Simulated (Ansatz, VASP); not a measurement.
Two plane-wave programs on MgS

The input INCAR:

```
PREC = Accurate ; ENCUT = 520
EDIFF = 1E-6 ; ISMEAR = -1
SIGMA = 0.02 ; LREAL = False
LASPH = True ; NELM = 100
ALGO = Normal ; ISIF = 2
LWAVE = False ; LCHARG = True
GGA = PE ; LELF = True
LVHAR = True ; NBANDS = 11
```

The input KPOINTS:

```
regular mesh
0
Gamma
  8 8 8
```

File POSCAR:

```
MgS
1.0
    0.0000000000      2.9019297231      2.8308747665
    2.8308747665      0.0000000000      2.8308747665
    2.8308747665      2.9019297231      0.0000000000
Mg S
1 1
Direct
    0.0000000000      0.0000000000      0.0000000000
    0.7500000000      0.7500000000      0.7500000000
```

Input for Ansatz:

```yaml
crystal:
  lattice:
    - [0.0, 2.9019297231, 2.8308747665]
    - [2.8308747665, 0.0, 2.8308747665]
    - [2.8308747665, 2.9019297231, 0.0]
  atoms:
    - { symbol: Mg, position: [0.0, 0.0, 0.0] }
    - { symbol: S, position: [0.75, 0.75, 0.75] }
kpoints:
  mp_grid: { grid: [8, 8, 8] }
  band_path:
    path:
      - [0.0, 0.0, 0.0]
      - [-0.5, -0.5, 0.0]
      - [-0.375, -0.375, 0.25]
      - [-0.375, 0.0, 0.375]
      - [0.0, 0.0, 0.5]
      - [-0.5, -0.25, 0.25]
    npoints: 1
hamiltonian:
  xc: pbe
scf:
  occupations: { method: fermi_dirac, width: 0.02 }
  n_extra_bands: 4
output:
  forces: true
  stress: true
  eigenvalues: true
  write_density: true
  write_potential: true
  elf: true
  volumetric_format: npy
```

Change from the starting cell: uniaxial_y strain +2.5%.

Alike in both runs: task single point; functional PBE; k mesh 8 × 8 × 8; occupations fermi-dirac, width 0.02 eV; no spin polarisation.

```csv
,VASP,Ansatz
version,VASP 6.6.1,Ansatz 0.2.0
potentials or method,"VASP PAW PBE potentials, release 64 (Mg, S)","plane waves, PAW"
plane-wave cutoff (eV),520,420
valence electrons in the cell,8,16
```

VASP gave:

```
gap on the k mesh at the Fermi level (eV)                     : 3.31
pressure (GPa)                                                : -0.5
traceless stress, the component that is largest in VASP (GPa) : -0.40
```

Q: Which values does Ansatz return?

A: gap on the k mesh at the Fermi level (eV): 3.32; pressure (GPa): -0.3; traceless stress, the component that is largest in VASP (GPa): -0.39.

VASP's potentials hold 8 valence electrons a cell and Ansatz's 16, so a difference there can come from the potentials and not from the codes.
